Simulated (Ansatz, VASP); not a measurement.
**One calculation of AlN, two programs**

INCAR

```
PREC = Accurate
ENCUT = 520
EDIFF = 1E-6
ISMEAR = -1
SIGMA = 0.1
LREAL = F
LASPH = T
NELM = 100
ALGO = Normal
ISIF = 2
LWAVE = F
LCHARG = F
GGA = CA
NBANDS = 11
```

KPOINTS

```
Automatic mesh
0
Gamma
  17 17 17
```

The input POSCAR:

```
AlN
1.0
    0.0000000000      2.0805556118      2.0805556118
    2.0805556118      0.0000000000      2.0805556118
    2.0805556118      2.0805556118      0.0000000000
Al N
1 1
Direct
    0.0000000000      0.0000000000      0.0000000000
    0.2500000000      0.2500000000      0.2500000000
```

Input for Ansatz:

```yaml
crystal:
  lattice:
    - [0.0, 2.0805556118, 2.0805556118]
    - [2.0805556118, 0.0, 2.0805556118]
    - [2.0805556118, 2.0805556118, 0.0]
  atoms:
    - { symbol: Al, position: [0.0, 0.0, 0.0] }
    - { symbol: "N", position: [0.25, 0.25, 0.25] }
kpoints:
  mp_grid: { grid: [17, 17, 17] }
  band_path:
    path:
      - [0.0, 0.0, 0.0]
      - [-0.5, -0.5, 0.0]
      - [-0.375, -0.375, 0.25]
      - [-0.375, 0.0, 0.375]
      - [0.0, 0.0, 0.0]
      - [0.0, 0.0, 0.5]
      - [-0.5, -0.25, 0.25]
      - [-0.5, -0.5, 0.0]
    npoints: 8
scf:
  occupations: { method: fermi_dirac, width: 0.1 }
hamiltonian:
  xc: lda
  pseudopotentials: { kind: paw }
output:
  forces: true
  stress: true
  eigenvalues: true
  populations: true
  dos: { projected: true, de: 0.2, e_range: [-14, 8] }
```

Change from the starting cell: volume scaled by 0.88, PAW files.

Alike in both runs: task single point; functional LDA; k mesh 17 × 17 × 17; occupations fermi-dirac, width 0.1 eV; no spin polarisation.

|  | VASP | Ansatz |
| --- | --- | --- |
| version | VASP 6.6.1 | Ansatz 0.2.0 |
| potentials or method | VASP PAW LDA potentials, release 64 (Al, N) | PAW with Ansatz's default frozen-core files, scalar-relativistic |
| plane-wave cutoff (eV) | 520 | 420 |
| valence electrons in the cell | 8 | 8 |

```csv
,VASP,Ansatz,Ansatz less VASP
pressure (GPa),35.6,34.3,-1.31
```

LDA's correlation is that of Perdew and Zunger in VASP and of Perdew and Wang (1992) in Ansatz. Both programs put the cell under a high pressure, so it lies far from rest at this level.
